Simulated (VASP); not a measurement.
Crystal: SrSbPt.

```xyz
3
Lattice="4.4152 0.0000 0.0000 -2.2076 3.8236 0.0000 0.0000 0.0000 4.5453" Properties=species:S:1:pos:R:3 pbc="T T T"
Sr    0.0000    0.0000    0.0000
Sb    2.2076    1.2745    2.2726
Pt    0.0000    2.5491    2.2726
```

- Program: VASP 6.6.1
- Task: relaxation of cell and atoms
- Functional: LDA
- Potentials or basis: VASP PAW LDA potentials, release 64 (Sr_sv, Sb, Pt)
- Cutoff: 600 eV
- k mesh: 9 × 9 × 7
- Occupations: fermi-dirac, width 0.05 eV
- Spin: no spin polarisation

At the start: pressure 1.4 GPa; volume 25.58 Å³/atom.

Where does the relaxation end?

Over 10 steps the energy falls by 9.8 meV/atom and the volume is 25.40 Å³/atom (-0.7 %); space group P-6m2 (No. 187, to 0.05 Å).

The path:
```
step  energy change (eV)  largest force (eV/Å)  pressure (GPa)  volume (Å³)
   1              0.0000                0.0000            1.38        76.73
   2             -0.0083                0.0000           -2.38        79.17
   3             -0.0173                0.0000           -0.89        78.13
   4             -0.0265                0.0000           -0.41        77.14
   5             -0.0293                0.0000            0.05        76.27
   6             -0.0293                0.0000            0.10        76.18
   7             -0.0293                0.0000            0.12        76.14
   8             -0.0293                0.0000           -0.12        76.29
   9             -0.0294                0.0000            0.02        76.20
  10             -0.0294                0.0000            0.02        76.20
```

Final structure:
```
Sr Sb Pt
1.0
     4.48056    0.00000    0.00000
    -2.24028    3.88028    0.00000
     0.00000    0.00000    4.38273
Sr Sb Pt
1 1 1
Direct
  0.00000 0.00000 0.00000
  0.66667 0.33333 0.50000
  0.33333 0.66667 0.50000
```
